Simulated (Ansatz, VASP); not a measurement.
**One calculation of Ti, two programs**

The input INCAR:

```
PREC = Accurate ; ENCUT = 520
EDIFF = 1E-6 ; ISMEAR = -1
SIGMA = 0.05 ; LREAL = False
LASPH = True ; NELM = 100
ALGO = Fast ; ISIF = 2
LWAVE = False ; LCHARG = False
GGA = CA ; NBANDS = 12
```

Contents of KPOINTS:

```
Automatic mesh
0
Gamma
  11 11 11
```

File POSCAR:

```
Ti
1.0
    0.0000000000      2.0434441004      2.0434441004
    2.0434441004      0.0000000000      2.0434441004
    2.0434441004      2.0434441004      0.0000000000
Ti
1
Direct
    0.0000000000      0.0000000000      0.0000000000
```

Contents of input.yaml:

```yaml
crystal:
  lattice:
    - [0.0, 2.0434441004, 2.0434441004]
    - [2.0434441004, 0.0, 2.0434441004]
    - [2.0434441004, 2.0434441004, 0.0]
  atoms:
    - { symbol: Ti, position: [0.0, 0.0, 0.0] }
hamiltonian:
  xc: lda
  pseudopotentials: { kind: paw }
kpoints:
  mp_grid: { grid: [11, 11, 11] }
scf:
  occupations: { method: fermi_dirac, width: 0.05 }
output:
  forces: true
  stress: true
  eigenvalues: true
```

Alike in both runs: task single point; functional LDA; k mesh 11 × 11 × 11; occupations fermi-dirac, width 0.05 eV; no spin polarisation.

|  | VASP | Ansatz |
| --- | --- | --- |
| version | VASP 6.6.1 | Ansatz 0.2.0 |
| potentials or method | VASP PAW LDA potentials, release 64 (Ti_sv) | Ansatz PAW |
| plane-wave cutoff (eV) | 520 | 420 |
| valence electrons in the cell | 12 | 12 |

|  | VASP | Ansatz | Ansatz less VASP |
| --- | --- | --- | --- |
| gap on the k mesh at the Fermi level (eV) | none | none | - |
| pressure (GPa) | -7.4 | -7.1 | +0.25 |

LDA's correlation is that of Perdew and Zunger in VASP and of Perdew and Wang (1992) in Ansatz. A gap of «none» marks a metal or a gap that the smearing closes.
